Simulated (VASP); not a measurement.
# LiF (Pm-3m) in VASP: a series of runs, part 2 of 2

VASP 6.6.1.

## (3) Single point, PBEsol

This run uses another cell than the first one, of 6.68 Å³/atom, 1.061 times its volume.

INCAR reads:

```
SYSTEM = LiF
PREC = Accurate
ENCUT = 520
EDIFF = 1E-6
ISMEAR = -1
SIGMA = 0.05
LREAL = .FALSE.
LASPH = .TRUE.
NELM = 60
ALGO = Normal
ISIF = 2
LWAVE = .FALSE.
LCHARG = .FALSE.
GGA = PS
NBANDS = 12
```

KPOINTS reads:

```
Automatic mesh
0
G
  10 10 10
  0 0 0
```

POSCAR reads:

```
LiF
1.0
    2.3725097783      0.0000000000      0.0000000000
    0.0000000000      2.3725097783      0.0000000000
    0.0000000000      0.0000000000      2.3725097783
F Li
1 1
Direct
    0.5000000000      0.5000000000      0.5000000000
    0.0000000000      0.0000000000      0.0000000000
```

Potentials or basis: VASP PAW PBE potentials, release 64 (F, Li_sv).

On the command line:

```console
cat potpaw_PBE.64/F/POTCAR potpaw_PBE.64/Li_sv/POTCAR > POTCAR
mpirun -np 1 vasp_std > vasp.out
```

OUTCAR:

```text
SYSTEM = LiF
   PREC = Accurate
   ENCUT = 520
   EDIFF = 1E-6
   ISMEAR = -1
   LREAL = .FALSE.
   LASPH = .TRUE.
   NELM = 60
   ISIF = 2
   GGA = PS

 ion  position               nearest neighbor table
   1  0.500  0.500  0.500-   2 2.05   2 2.05   2 2.05   2 2.05   2 2.05   2 2.05   2 2.05   2 2.05

   2  0.000  0.000  0.000-   1 2.05   1 2.05   1 2.05   1 2.05   1 2.05   1 2.05   1 2.05   1 2.05

  LATTYP: Found a simple cubic cell.
 ALAT       =     2.3725097783

  Lattice vectors:

 A1 = (   2.3725097783,   0.0000000000,   0.0000000000)
 A2 = (   0.0000000000,   2.3725097783,   0.0000000000)
 A3 = (   0.0000000000,   0.0000000000,   2.3725097783)

Analysis of symmetry for initial positions (statically):
=====================================================================
 Subroutine PRICEL returns:
 Original cell was already a primitive cell.

 Routine SETGRP: Setting up the symmetry group for a
 simple cubic supercell.

 Subroutine GETGRP returns: Found 48 space group operations
 (whereof 48 operations were pure point group operations)
 out of a pool of 48 trial point group operations.

The static configuration has the point symmetry O_h .

Analysis of symmetry for dynamics (positions and initial velocities):
=====================================================================
 Subroutine PRICEL returns:
 Original cell was already a primitive cell.

 Routine SETGRP: Setting up the symmetry group for a
 simple cubic supercell.

 Subroutine GETGRP returns: Found 48 space group operations
 (whereof 48 operations were pure point group operations)
 out of a pool of 48 trial point group operations.

The dynamic configuration has the point symmetry O_h .

 Subroutine INISYM returns: Found 48 space group operations
 (whereof 48 operations are pure point group operations),
 and found     1 'primitive' translations

----------------------------------------------------------------------------------------

                                     Primitive cell

  volume of cell :      13.3544

  direct lattice vectors                    reciprocal lattice vectors
     2.372509778  0.000000000  0.000000000     0.421494575  0.000000000  0.000000000
     0.000000000  2.372509778  0.000000000     0.000000000  0.421494575  0.000000000
     0.000000000  0.000000000  2.372509778     0.000000000  0.000000000  0.421494575

  length of vectors
     2.372509778  2.372509778  2.372509778     0.421494575  0.421494575  0.421494575

  position of ions in fractional coordinates (direct lattice)
     0.500000000  0.500000000  0.500000000
     0.000000000  0.000000000  0.000000000

  ion indices of the primitive-cell ions
   primitive index   ion index
                 1           1
                 2           2

----------------------------------------------------------------------------------------

 KPOINTS: Automatic mesh

Automatic generation of k-mesh.
 Grid dimensions read from file:
 generate k-points for:   10   10   10

 Generating k-lattice:

  Cartesian coordinates                     Fractional coordinates (reciprocal lattice)
     0.042149457  0.000000000  0.000000000     0.100000000  0.000000000  0.000000000
     0.000000000  0.042149457  0.000000000     0.000000000  0.100000000  0.000000000
     0.000000000  0.000000000  0.042149457     0.000000000  0.000000000  0.100000000

  Length of vectors
     0.042149457  0.042149457  0.042149457

  Shift w.r.t. Gamma in fractional coordinates (k-lattice)
     0.000000000  0.000000000  0.000000000

 Subroutine IBZKPT returns following result:
 ===========================================

 Found     56 irreducible k-points:

 Following reciprocal coordinates:
            Coordinates               Weight
  0.000000  0.000000  0.000000      1.000000
  0.100000  0.000000  0.000000      6.000000
  0.200000  0.000000  0.000000      6.000000
  0.300000  0.000000  0.000000      6.000000
  0.400000  0.000000  0.000000      6.000000
  0.500000  0.000000  0.000000      3.000000
[... 16 lines left out ...]
  0.200000  0.100000  0.100000     24.000000
  0.300000  0.100000  0.100000     24.000000
 [... further k-points ...]
   k-points           NKPTS =     56   k-points in BZ     NKDIM =     56   number of bands    NBANDS=     12
   number of dos      NEDOS =    301   number of ions     NIONS =      2
   total plane-waves  NPLWV =   5832
   dimension x,y,z NGX =    18 NGY =   18 NGZ =   18
   dimension x,y,z NGXF=    36 NGYF=   36 NGZF=   36
   ions per type =               1   1
   NGX,Y,Z   is equivalent  to a cutoff of  12.61, 12.61, 12.61 a.u.
   NGXF,Y,Z  is equivalent  to a cutoff of  25.23, 25.23, 25.23 a.u.
 SYSTEM =  LiF
   PREC   = accura    normal or accurate (medium, high low for compatibility)
   ISTART =      0    job   : 0-new  1-cont  2-samecut
   ICHARG =      2    charge: 1-file 2-atom 10-const
   ISPIN  =      1    spin polarized calculation?
   LNONCOLLINEAR =      F non collinear calculations
   LSORBIT =      F    spin-orbit coupling
   LASPH  =      T    aspherical Exc in radial PAW
   ENCUT  =  520.0 eV  38.22 Ry    6.18 a.u.   4.41  4.41  4.41*2*pi/ulx,y,z
   NELM   =     60;   NELMIN=  2; NELMDL= -5     # of ELM steps
   EDIFF  = 0.1E-05   stopping-criterion for ELM
   LREAL  =      F    real-space projection
   EDIFFG = 0.1E-04   stopping-criterion for IOM
   NSW    =      0    number of steps for IOM
   IBRION =     -1    ionic relax: 0-MD 1-quasi-New 2-CG
   NFREE  =      0    steps in history (QN), initial steepest desc. (CG)
   ISIF   =      2    stress and relaxation
   ISYM   =      2    0-nonsym 1-usesym 2-fastsym
   POTIM  = 0.5000    time-step for ionic-motion
   TEBEG  =    0.0;   TEEND  =   0.0 temperature during run
   PSTRESS=    0.0 pullay stress
   NELECT =      10.0000    total number of electrons
   NUPDOWN=      -1.0000    fix difference up-down
   EMIN   =  10.00;   EMAX   =-10.00  energy-range for DOS
   EFERMI =   0.00;   METHOD = LEGACY
   ISMEAR =    -1;   SIGMA  =   0.05  broadening in eV -4-tet -1-fermi 0-gaus
   EFERMI_NEDOS =   21; number of points for ismear=-14 and -15
   IALGO  =     38    algorithm
   IMIX   =      4    mixing-type and parameters
     AMIX     =   0.40;   BMIX     =  1.00
     AMIX_MAG =   1.60;   BMIX_MAG =  1.00
  volume/ion in A,a.u.               =       6.68        45.06
  Fermi-wavevector in a.u.,A,eV,Ry     =   1.486621  2.809306 30.069432  2.210041
  Thomas-Fermi vector in A             =   2.599884
   LORBIT       =      0    0 simple, 1 ext, 2 COOP (PROOUT), +10 PAW based schemes
   GGA     = PS    functional components
   LHFCALC =     F    Hartree Fock is set to
   AEXX    =    0.0000 exact exchange contribution
   IVDW    =     0    specifies the selected vdW correction
   LEPSILON=     F    determine dielectric tensor
   LRPA    =     F    only Hartree local field effects (RPA)
 non-spin polarized calculation
  energy-cutoff  :      520.00
  volume of cell :       13.35
 maximum number of plane-waves:       370
 NGX is ok and might be reduce to    18
   NGX =  9   NGY =  9   NGZ =  9

 number of electron      10.0000000 magnetization

 number of electron       9.9999978 magnetization

 Free energy of the ion-electron system (eV)
  ---------------------------------------------------
  ext. energy  EPLUGINS =         0.00000000
  ---------------------------------------------------
  free energy    TOTEN  =        -9.13690461 eV

  energy without entropy =       -9.13690461  energy(sigma->0) =       -9.13690461

 E-fermi :   2.8132     XC(G=0): -11.3054

 val. band max:        1.8319612122   @ k =   0.5000   0.5000   0.0000
 cond. band min:      11.3681115732   @ k =   0.0000   0.0000   0.0000
 fundamental gap:      9.5361503610
 Fermi energy:         2.8131517429

 k-point     1 :       0.0000    0.0000    0.0000
  band No.  band energies     occupation
      1     -40.2143      2.00000
      2     -19.9750      2.00000
      3       0.8803      2.00000
      4       0.8803      2.00000
      5       0.8803      2.00000
      6      11.3681      0.00000
      7      21.7397      0.00000
      8      21.7397      0.00000
      9      25.3626      0.00000
     10      25.3626      0.00000
     11      25.3626      0.00000
     12      44.5585      0.00000
[... 331 lines left out ...]
 k-point    24 :       0.3000    0.1000    0.1000
  band No.  band energies     occupation
      1     -40.1171      2.00000
      2     -19.4094      2.00000
      3      -1.7768      2.00000
      4       0.7293      2.00000
      5       0.8996      2.00000
      6      12.9112      0.00000
      7      18.4485      0.00000
      8      21.0563      0.00000
      9      24.8567      0.00000
     10      27.6707      0.00000
     11      34.7720      0.00000
     12      34.9021      0.00000

 [... further k-points ...]
[... 5 lines left out ...]
  --------------------------------------------------------------------------------------
  -------------------------------------------------------------------------------------
  Total        1.6583035      1.6583035      1.6583035     -0.0000000     -0.0000000      0.0000000
  in kB      198.9530392    198.9530392    198.9530392     -0.0000000     -0.0000000      0.0000000
  external PRESSURE =     198.9530392 kB  Pullay stress =       0.0000000 kB

 VOLUME and BASIS-vectors are now :
 -----------------------------------------------------------------------------
  energy-cutoff  :      520.00
  volume of cell :       13.35
      direct lattice vectors                 reciprocal lattice vectors
     2.372509778  0.000000000  0.000000000     0.421494575  0.000000000  0.000000000
     0.000000000  2.372509778  0.000000000     0.000000000  0.421494575  0.000000000
     0.000000000  0.000000000  2.372509778     0.000000000  0.000000000  0.421494575

 POSITION                                       TOTAL-FORCE (eV/Angst)
 -----------------------------------------------------------------------------------
      1.18625      1.18625      1.18625         0.000000      0.000000      0.000000
      0.00000      0.00000      0.00000         0.000000      0.000000      0.000000
 -----------------------------------------------------------------------------------
    total drift:                                0.000000     -0.000000     -0.000000

  FREE ENERGIE OF THE ION-ELECTRON SYSTEM (eV)
  ---------------------------------------------------
  free  energy   TOTEN  =        -9.1369046144 eV

  energy  without entropy=       -9.1369046143  energy(sigma->0) =       -9.13690461
```

Run time: 6.2 s. Hardware: 1 thread of AMD EPYC 7R43 (Zen 3), shared host; peak memory 0.08 GiB.

Results:

* Free energy: -9.1369 eV
* Band gap on the k mesh: 9.54 eV, indirect (least direct gap 10.49 eV)

Caveat: the cutoff is under 1.25 times the usual one of these potentials, so pressure, stress and relaxed cells hold a basis-set (Pulay) error; the PAW data sets were made with another functional, which shifts forces and pressure a little.

## (4) Single point, PBEsol

This run uses another cell than the first one, of 7.20 Å³/atom, 1.144 times its volume.

INCAR reads:

```
ALGO = Normal
EDIFF = 1E-6
ENCUT = 520
GGA = PS
ISIF = 2
ISMEAR = -1
LASPH = T
LCHARG = F
LREAL = F
LWAVE = F
NBANDS = 12
NELM = 80
PREC = Accurate
SIGMA = 0.05
```

KPOINTS reads:

```
k-points
0
Gamma
  10 10 10
```

POSCAR reads:

```
LiF
1.0
    2.4330401248      0.0000000000      0.0000000000
    0.0000000000      2.4330401248      0.0000000000
    0.0000000000      0.0000000000      2.4330401248
F Li
1 1
Direct
    0.5000000000      0.5000000000      0.5000000000
    0.0000000000      0.0000000000      0.0000000000
```

On the command line:

```console
cat potpaw_PBE.64/F/POTCAR potpaw_PBE.64/Li_sv/POTCAR > POTCAR
mpirun -np 1 vasp_std > vasp.out
```

Run time: 6.6 s. Hardware: 1 thread of AMD EPYC 7R43 (Zen 3), shared host; peak memory 0.08 GiB.

The run converged. Its results:

```yaml
Free_energy: -9.2361 eV
Band_gap_on_the_k_mesh: 8.74 eV, indirect (least direct gap 9.59 eV)
```

Levels at points of the mesh, in eV from the valence-band top:
| k point | band 3 | band 4 | band 5 | band 6 | band 7 | band 8 |
| --- | --- | --- | --- | --- | --- | --- |
| (0.00, 0.00, 0.00) | -0.85 | -0.85 | -0.85 | 8.74 | 19.48 | 19.48 |
| (0.50, 0.00, 0.00) | -4.47 | -0.35 | -0.35 | 9.76 | 15.63 | 21.59 |
| (0.50, 0.50, 0.00) | -4.06 | -4.06 | 0.00 | 14.17 | 14.71 | 14.71 |
| (0.50, 0.50, 0.50) | -2.82 | -2.82 | -2.82 | 11.27 | 11.27 | 11.27 |

Caveat: the cutoff is under 1.25 times the usual one of these potentials, so pressure, stress and relaxed cells hold a basis-set (Pulay) error; the PAW data sets were made with another functional, which shifts forces and pressure a little.

## (5) Single point, PBEsol

This run uses another cell than the first one, of 8.02 Å³/atom, 1.274 times its volume.

INCAR reads:

```
SYSTEM = LiF
PREC     = Accurate       ! precision mode
ENCUT    = 520            ! plane-wave cutoff, eV
EDIFF    = 1E-6           ! SCF threshold, eV
ISMEAR   = -1             ! smearing method
SIGMA    = 0.05           ! smearing width, eV
LREAL    = .False.        ! projectors in reciprocal space
LASPH    = .True.         ! aspherical terms in the spheres
NELM     = 60             ! most SCF steps
ALGO     = Normal         ! electronic algorithm
ISIF     = 2              ! what is computed and relaxed
LWAVE    = .False.        ! write WAVECAR
LCHARG   = .False.        ! write CHGCAR
GGA      = PS             ! functional
NBANDS   = 12             ! bands
```

KPOINTS reads:

```
Automatic mesh
0
Gamma
  10 10 10
  0 0 0
```

POSCAR reads:

```
LiF
1.0
    2.5220404892      0.0000000000      0.0000000000
    0.0000000000      2.5220404892      0.0000000000
    0.0000000000      0.0000000000      2.5220404892
F Li
1 1
Direct
    0.5000000000      0.5000000000      0.5000000000
    0.0000000000      0.0000000000      0.0000000000
```

On the command line:

```console
cat potpaw_PBE.64/F/POTCAR potpaw_PBE.64/Li_sv/POTCAR > POTCAR
mpirun -np 1 vasp_std > vasp.out
```

Run time: 9 s. Hardware: 1 thread of AMD EPYC 7R43 (Zen 3), shared host; peak memory 0.08 GiB.

Results (log left out):

```yaml
Free_energy: -9.2852 eV
Band_gap_on_the_k_mesh: 7.75 eV, indirect (least direct gap 8.48 eV)
```

Levels at points of the mesh, in eV from the valence-band top:
```
           k point  band 3  band 4  band 5  band 6  band 7  band 8
(0.00, 0.00, 0.00)   -0.72   -0.72   -0.72    7.75   18.84   18.84
(0.50, 0.00, 0.00)   -3.93   -0.30   -0.30    9.19   14.37   20.62
(0.50, 0.50, 0.00)   -3.50   -3.50    0.00   13.48   13.86   13.86
(0.50, 0.50, 0.50)   -2.42   -2.42   -2.42   11.06   11.06   11.06
```

Caveat: the cutoff is under 1.25 times the usual one of these potentials, so pressure, stress and relaxed cells hold a basis-set (Pulay) error; the PAW data sets were made with another functional, which shifts forces and pressure a little. A k mesh can miss the band edges.

## (6) Single point, PBEsol

This run uses another cell than the first one, of 7.82 Å³/atom, 1.242 times its volume.

INCAR reads:

```
  ALGO = Normal
  EDIFF = 1E-6
  ENCUT = 520
  GGA = PS
  ISIF = 2
  ISMEAR = -1
  LASPH = True
  LCHARG = True
  LELF = True
  LREAL = False
  LVHAR = True
  LWAVE = False
  NBANDS = 12
  NELM = 60
  PREC = Accurate
  SIGMA = 0.05
```

KPOINTS reads:

```
k-points
0
Gamma
  10 10 10
```

POSCAR reads:

```
LiF
1.0
    2.5008434156      0.0000000000      0.0000000000
    0.0000000000      2.5008434156      0.0000000000
    0.0000000000      0.0000000000      2.5008434156
F Li
1 1
Direct
    0.5000000000      0.5000000000      0.5000000000
    0.0000000000      0.0000000000      0.0000000000
```

Potentials or basis: VASP PAW PBE potentials, release 64 (F, Li_sv).

On the command line:

```console
cat potpaw_PBE.64/F/POTCAR potpaw_PBE.64/Li_sv/POTCAR > POTCAR
mpirun -np 1 vasp_std > vasp.out
```

Wall time 9.3 s (1 thread of AMD EPYC 7R43 (Zen 3), shared host); peak memory 0.08 GiB.

The run converged. Its results:

- Free energy: -9.2823 eV
- Band gap on the k mesh: 7.97 eV, indirect (least direct gap 8.72 eV)

Levels at points of the mesh, in eV from the valence-band top:
```tsv
k point	band 2	band 3	band 4	band 5	band 6	band 7	band 8	band 9
(0.00, 0.00, 0.00)	-21.00	-0.75	-0.75	-0.75	7.97	18.99	18.99	21.63
(0.50, 0.00, 0.00)	-20.47	-4.05	-0.31	-0.31	9.32	14.65	20.85	20.85
(0.50, 0.50, 0.00)	-19.84	-3.62	-3.62	0.00	13.64	14.05	14.05	19.96
(0.50, 0.50, 0.50)	-19.32	-2.51	-2.51	-2.51	11.11	11.11	11.11	24.98
```

Caveat: the cutoff is under 1.25 times the usual one of these potentials, so pressure, stress and relaxed cells hold a basis-set (Pulay) error; the PAW data sets were made with another functional, which shifts forces and pressure a little. A k mesh can miss the band edges.

## (7) Overview

```csv
cell,gap on the mesh (eV)
"a = 2.326 Å, 2 atoms",10.21
"a = 2.373 Å, 2 atoms",9.54
"a = 2.433 Å, 2 atoms",8.74
"a = 2.522 Å, 2 atoms",7.75
"a = 2.501 Å, 2 atoms",7.97
```

Alike in all rows: task single point; level PBEsol; potentials or basis VASP PAW PBE potentials, release 64 (F, Li_sv); no spin polarisation; k mesh 10 × 10 × 10; cutoff (eV) 520; smearing fermi-dirac 0.05 eV.

Caveats: the cutoff is under 1.25 times the usual one of these potentials, so pressure, stress and relaxed cells hold a basis-set (Pulay) error; the PAW data sets were made with another functional, which shifts forces and pressure a little.

Total energies depend on the potentials used, so only differences within one code and one set of settings carry meaning.
